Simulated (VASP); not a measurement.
# Mn2Te3S (Pmmm) in VASP: single point with PBE

Aim: the single point of Mn2Te3S with PBE.

Program: VASP 6.6.1. These are calculated values, not measurements. Logs are shortened: lines on timing, memory, paths and dates and some standing lists are left out, and cuts for length are marked.

## (1) The cell of the first run

It takes space group Pmmm (No. 47, orthorhombic). The conventional cell has a = 4.654 Å, b = 6.050 Å, c = 7.038 Å, α = 90.00°, β = 90.00°, γ = 90.00°. Mn (site symmetry mm2) has 1 S at 2.25 Å and 1 Mn at 2.55 Å within 3.0 Å. Within 5.2 Å of Te (site symmetry mmm) lie 6 Te at 3.80 to 4.65 Å and 8 Mn at 4.02 Å and 8 S at 5.19 Å. Within 3.9 Å of Te (site symmetry m2m) lie 2 S at 2.81 Å and 4 Te at 2.89 to 3.80 Å and 4 Mn at 3.60 Å. Within 3.0 Å of S (site symmetry mmm) lie 2 Mn at 2.25 Å and 4 Te at 2.81 Å.

The cell was built from a structure type or drawn by symmetry, and may not be a known phase.

## (2) Single point, PBE, collinear spin, ferromagnetic start

File INCAR:

```
SYSTEM = Mn2Te3S
PREC     = Accurate       ! precision mode
ENCUT    = 520            ! plane-wave cutoff, eV
EDIFF    = 1E-6           ! SCF threshold, eV
ISMEAR   = 0              ! smearing method
SIGMA    = 0.15           ! smearing width, eV
LREAL    = .False.        ! projectors in reciprocal space
LASPH    = .True.         ! aspherical terms in the spheres
NELM     = 150            ! most SCF steps
ALGO     = Normal         ! electronic algorithm
ISIF     = 2              ! what is computed and relaxed
LWAVE    = .False.        ! write WAVECAR
LCHARG   = .True.         ! write CHGCAR
ISPIN    = 2              ! spin polarisation
MAGMOM   = 4 4 0 0 0 0    ! initial moments
LORBIT   = 11             ! projections on sites
LMAXMIX  = 4              ! l up to which the mixer works
GGA      = PE             ! functional
LELF     = .True.         ! ELF
LVHAR    = .True.       
NBANDS   = 38             ! bands
```

File KPOINTS:

```
regular mesh
0
Gamma
  3 2 2
  0 0 0
```

File POSCAR:

```
Mn2Te3S
1.0
    4.6538297176      0.0000000000      0.0000000000
    0.0000000000      7.0381559484      0.0000000000
    0.0000000000      0.0000000000      6.0502193625
Mn Te S
2 3 1
Direct
    0.0000000000      0.8191711395      0.5000000000
    0.0000000000      0.1808288605      0.5000000000
    0.5000000000      0.0000000000      0.0000000000
    0.5000000000      0.5000000000      0.2391688732
    0.5000000000      0.5000000000      0.7608311268
    0.0000000000      0.5000000000      0.5000000000
```

Potentials or basis: VASP PAW PBE potentials, release 64 (Mn_pv, Te, S).

Command:

```sh
$ cat potpaw_PBE.64/Mn_pv/POTCAR potpaw_PBE.64/Te/POTCAR potpaw_PBE.64/S/POTCAR > POTCAR
$ mpirun -np 1 vasp_std > vasp.out
```

OUTCAR:

```text
SYSTEM = Mn2Te3S
   PREC = Accurate
   ENCUT = 520
   EDIFF = 1E-6
   ISMEAR = 0
   LREAL = .False.
   LASPH = .True.
   NELM = 150
   ISIF = 2
   ISPIN = 2
   LORBIT = 11
   GGA = PE

 ion  position               nearest neighbor table
   1  0.000  0.819  0.500-   6 2.25   2 2.55
   2  0.000  0.181  0.500-   6 2.25   1 2.55
   3  0.500  0.000  0.000-
   4  0.500  0.500  0.239-   6 2.81   6 2.81   5 2.89   5 3.16
   5  0.500  0.500  0.761-   6 2.81   6 2.81   4 2.89   4 3.16
   6  0.000  0.500  0.500-   1 2.25   2 2.25   4 2.81   5 2.81   4 2.81   5 2.81

  LATTYP: Found a simple orthorhombic cell.
 ALAT       =     4.6538297176
 B/A-ratio  =     1.3000517272
 C/A-ratio  =     1.5123363714

  Lattice vectors:

 A1 = (  -4.6538297176,   0.0000000000,   0.0000000000)
 A2 = (   0.0000000000,   0.0000000000,   6.0502193625)
 A3 = (   0.0000000000,   7.0381559484,   0.0000000000)

Analysis of symmetry for initial positions (statically):
=====================================================================
 Subroutine PRICEL returns:
 Original cell was already a primitive cell.

 Routine SETGRP: Setting up the symmetry group for a
 simple orthorhombic supercell.

 Subroutine GETGRP returns: Found  8 space group operations
 (whereof  8 operations were pure point group operations)
 out of a pool of  8 trial point group operations.

The static configuration has the point symmetry D_2h.

Analysis of symmetry for dynamics (positions and initial velocities):
=====================================================================
 Subroutine PRICEL returns:
 Original cell was already a primitive cell.

 Routine SETGRP: Setting up the symmetry group for a
 simple orthorhombic supercell.

 Subroutine GETGRP returns: Found  8 space group operations
 (whereof  8 operations were pure point group operations)
 out of a pool of  8 trial point group operations.

The dynamic configuration has the point symmetry D_2h.

Analysis of structural, dynamic, and magnetic symmetry:
=====================================================================
 Subroutine PRICEL returns:
 Original cell was already a primitive cell.

 Routine SETGRP: Setting up the symmetry group for a
 simple orthorhombic supercell.

 Subroutine GETGRP returns: Found  8 space group operations
 (whereof  8 operations were pure point group operations)
 out of a pool of  8 trial point group operations.

The overall configuration has the point symmetry D_2h.

 Subroutine INISYM returns: Found  8 space group operations
 (whereof  8 operations are pure point group operations),
 and found     1 'primitive' translations

----------------------------------------------------------------------------------------

                                     Primitive cell

  volume of cell :     198.1712

  direct lattice vectors                    reciprocal lattice vectors
     4.653829718  0.000000000  0.000000000     0.214876792  0.000000000  0.000000000
     0.000000000  7.038155948  0.000000000     0.000000000  0.142082672  0.000000000
     0.000000000  0.000000000  6.050219363     0.000000000  0.000000000  0.165283263

  length of vectors
     4.653829718  7.038155948  6.050219363     0.214876792  0.142082672  0.165283263

  position of ions in fractional coordinates (direct lattice)
     0.000000000  0.819171139  0.500000000
     0.000000000  0.180828861  0.500000000
     0.500000000  0.000000000  0.000000000
     0.500000000  0.500000000  0.239168873
     0.500000000  0.500000000  0.760831127
     0.000000000  0.500000000  0.500000000

  ion indices of the primitive-cell ions
   primitive index   ion index
                 1           1
                 2           2
                 3           3
                 4           4
                 5           5
                 6           6

[... 29 lines left out ...]
  0.333333  0.000000  0.000000      2.000000
  0.000000  0.500000  0.000000      1.000000
  0.333333  0.500000  0.000000      2.000000
  0.000000  0.000000  0.500000      1.000000
  0.333333  0.000000  0.500000      2.000000
  0.000000  0.500000  0.500000      1.000000
  0.333333  0.500000  0.500000      2.000000
   k-points           NKPTS =      8   k-points in BZ     NKDIM =      8   number of bands    NBANDS=     38
   number of dos      NEDOS =    301   number of ions     NIONS =      6
   total plane-waves  NPLWV =  93312
   dimension x,y,z NGX =    36 NGY =   54 NGZ =   48
   dimension x,y,z NGXF=    72 NGYF=  108 NGZF=   96
   ions per type =               2   3   1
   NGX,Y,Z   is equivalent  to a cutoff of  12.86, 12.76, 13.19 a.u.
   NGXF,Y,Z  is equivalent  to a cutoff of  25.72, 25.51, 26.38 a.u.
 SYSTEM =  Mn2Te3S
   PREC   = accura    normal or accurate (medium, high low for compatibility)
   ISTART =      0    job   : 0-new  1-cont  2-samecut
   ICHARG =      2    charge: 1-file 2-atom 10-const
   ISPIN  =      2    spin polarized calculation?
   LNONCOLLINEAR =      F non collinear calculations
   LSORBIT =      F    spin-orbit coupling
   LASPH  =      T    aspherical Exc in radial PAW
   ENCUT  =  520.0 eV  38.22 Ry    6.18 a.u.   8.65 13.09 11.25*2*pi/ulx,y,z
   NELM   =    150;   NELMIN=  2; NELMDL= -5     # of ELM steps
   EDIFF  = 0.1E-05   stopping-criterion for ELM
   LREAL  =      F    real-space projection
   EDIFFG = 0.1E-04   stopping-criterion for IOM
   NSW    =      0    number of steps for IOM
   IBRION =     -1    ionic relax: 0-MD 1-quasi-New 2-CG
   NFREE  =      0    steps in history (QN), initial steepest desc. (CG)
   ISIF   =      2    stress and relaxation
   ISYM   =      2    0-nonsym 1-usesym 2-fastsym
   POTIM  = 0.5000    time-step for ionic-motion
   TEBEG  =    0.0;   TEEND  =   0.0 temperature during run
   PSTRESS=    0.0 pullay stress
   NELECT =      50.0000    total number of electrons
   NUPDOWN=      -1.0000    fix difference up-down
   EMIN   =  10.00;   EMAX   =-10.00  energy-range for DOS
   EFERMI =   0.00;   METHOD = LEGACY
   ISMEAR =     0;   SIGMA  =   0.15  broadening in eV -4-tet -1-fermi 0-gaus
   EFERMI_NEDOS =   21; number of points for ismear=-14 and -15
   IALGO  =     38    algorithm
   IMIX   =      4    mixing-type and parameters
     AMIX     =   0.40;   BMIX     =  1.00
     AMIX_MAG =   1.60;   BMIX_MAG =  1.00
  volume/ion in A,a.u.               =      33.03       222.89
  Fermi-wavevector in a.u.,A,eV,Ry     =   1.034470  1.954865 14.559985  1.070129
  Thomas-Fermi vector in A             =   2.168767
   LORBIT       =     11    0 simple, 1 ext, 2 COOP (PROOUT), +10 PAW based schemes
   GGA     = PE    functional components
   LHFCALC =     F    Hartree Fock is set to
   AEXX    =    0.0000 exact exchange contribution
   IVDW    =     0    specifies the selected vdW correction
   LEPSILON=     F    determine dielectric tensor
   LRPA    =     F    only Hartree local field effects (RPA)
 spin polarized calculation
 Gauss-broadening in eV      SIGMA  =   0.15
  energy-cutoff  :      520.00
  volume of cell :      198.17
 maximum number of plane-waves:      5368
 NGX is ok and might be reduce to    36
   NGX = 17   NGY = 27   NGZ = 23

 number of electron      50.0000023 magnetization       9.0785452

 Free energy of the ion-electron system (eV)
  ---------------------------------------------------
  ext. energy  EPLUGINS =         0.00000000
  ---------------------------------------------------
  free energy    TOTEN  =       -26.66794482 eV

  energy without entropy =      -26.61018704  energy(sigma->0) =      -26.63906593

 E-fermi :   3.7404     XC(G=0):  -8.4947

 val. band max:        3.7394323862   @ k =   0.3333   0.0000   0.0000
 cond. band min:       3.7793763357   @ k =   0.0000   0.5000   0.5000
 fundamental gap:      0.0399439494
 Fermi energy:         3.7403517070

 spin component 1

 k-point     1 :       0.0000    0.0000    0.0000
  band No.  band energies     occupation
      1     -46.9299      1.00000
      2     -46.9156      1.00000
      3     -46.8867      1.00000
      4     -46.8724      1.00000
      5     -46.6700      1.00000
      6     -46.5255      1.00000
[... 309 lines left out ...]
     36       7.1765      0.00000
     37       8.1580      0.00000
 Fermi energy:         3.7403517070

 spin component 2

 k-point     1 :       0.0000    0.0000    0.0000
  band No.  band energies     occupation
      1     -42.5453      1.00000
      2     -42.4475      1.00000
      3     -42.4430      1.00000
      4     -42.4306      1.00000
      5     -42.4262      1.00000
      6     -42.3785      1.00000
[... 309 lines left out ...]
     36       7.9182      0.00000
     37       8.8873      0.00000
 [bands above 37 left out]

------------------------ aborting loop because EDIFF is reached ----------------------------------------

  FORCE on cell =-STRESS in cart. coord.  units (eV):
  Direction    XX          YY          ZZ          XY          YZ          ZX
  --------------------------------------------------------------------------------------
  -------------------------------------------------------------------------------------
  Total        0.6453524      0.1395485      0.2243357      0.0000000      0.0000000      0.0000000
  in kB        5.2175548      1.1282242      1.8137126      0.0000000      0.0000000      0.0000000
  external PRESSURE =       2.7198305 kB  Pullay stress =       0.0000000 kB

 VOLUME and BASIS-vectors are now :
 -----------------------------------------------------------------------------
  energy-cutoff  :      520.00
  volume of cell :      198.17
      direct lattice vectors                 reciprocal lattice vectors
     4.653829718  0.000000000  0.000000000     0.214876792  0.000000000  0.000000000
     0.000000000  7.038155948  0.000000000     0.000000000  0.142082672  0.000000000
     0.000000000  0.000000000  6.050219363     0.000000000  0.000000000  0.165283263

 POSITION                                       TOTAL-FORCE (eV/Angst)
 -----------------------------------------------------------------------------------
      0.00000      5.76545      3.02511        -0.000000      0.028703      0.000000
      0.00000      1.27270      3.02511        -0.000000     -0.028703      0.000000
      2.32691      0.00000      0.00000        -0.000000      0.000000      0.000000
      2.32691      3.51908      1.44702         0.000000     -0.000000      0.007693
      2.32691      3.51908      4.60320        -0.000000      0.000000     -0.007693
      0.00000      3.51908      3.02511        -0.000000      0.000000      0.000000
 -----------------------------------------------------------------------------------
    total drift:                                0.000000      0.000000      0.000000

  FREE ENERGIE OF THE ION-ELECTRON SYSTEM (eV)
  ---------------------------------------------------
  free  energy   TOTEN  =       -26.6679448172 eV

  energy  without entropy=      -26.6101870422  energy(sigma->0) =      -26.63906593

 total charge

# of ion       s       p       d       tot
------------------------------------------
    1        0.290   6.121   4.961  11.372
    2        0.290   6.121   4.961  11.372
    3        1.413   1.787   0.008   3.209
    4        1.452   1.785   0.050   3.287
    5        1.452   1.785   0.050   3.287
    6        1.390   2.279   0.000   3.669
--------------------------------------------------
tot          6.288  19.879  10.030  36.197

 magnetization (x)

# of ion       s       p       d       tot
------------------------------------------
    1        0.074   0.035   4.041   4.149
    2        0.074   0.035   4.041   4.149
    3        0.003  -0.060   0.001  -0.056
    4        0.002   0.002   0.003   0.007
    5        0.002   0.002   0.003   0.007
    6        0.002   0.020   0.000   0.022
--------------------------------------------------
tot          0.157   0.034   8.088   8.278
```

Run time: 5.7 min. Hardware: 1 thread of Intel Xeon 8259CL, shared host; peak memory 0.41 GiB.

What came out:

* Free energy: -26.6679 eV
* Pressure: 0.3 GPa
* Largest force: 0.029 eV/Å
* Net moment: 9.08 μB per cell
* Site moments: Mn +4.15; Te -0.06, +0.01 (each value once); S +0.02 μB
* Valence electrons inside the program's atomic spheres: Mn 11.37; Te 3.21, 3.29 (each value once); S 3.67

Forces in eV/Å, atoms in the order of the input:
```
Mn   0.000  0.029  0.000
Mn   0.000 -0.029  0.000
Te   0.000  0.000  0.000
Te   0.000  0.000  0.008
Te   0.000  0.000 -0.008
S    0.000  0.000  0.000
```

Levels at points of the mesh, in eV from the Fermi level:
Spin up:
```csv
k point,band 28,band 29,band 30,band 31,band 32,band 33
"(0.00, 0.00, 0.00)",-0.88,-0.86,-0.36,0.72,0.86,3.98
"(0.00, 0.50, 0.00)",-0.93,-0.86,-0.41,0.44,0.75,2.09
"(0.00, 0.00, 0.50)",-0.52,-0.11,0.12,0.79,0.88,2.47
"(0.00, 0.50, 0.50)",-0.76,-0.33,-0.19,0.04,1.03,1.45
```
Spin down:
```tsv
k point	band 19	band 20	band 21	band 22	band 23	band 24
(0.00, 0.00, 0.00)	-1.11	-0.62	0.21	0.31	0.54	0.81
(0.00, 0.50, 0.00)	-0.57	-0.47	-0.27	0.14	0.52	0.77
(0.00, 0.00, 0.50)	-0.70	-0.28	-0.24	0.47	0.49	0.66
(0.00, 0.50, 0.50)	-0.90	-0.50	-0.49	0.07	0.22	0.79
```

Caveat: the k points lie up to 0.52 Å⁻¹ apart; spin-orbit coupling is left out, which moves the levels of the heavy elements; semilocal functionals often make such compounds metallic where correlation or magnetic order opens a gap, which also shifts bond lengths; only a ferromagnetic start was run, and an antiferromagnetic order may lie lower in energy. With open d or f shells a metallic result of PBE can be an artefact of self-interaction; +U or a hybrid may open a gap.
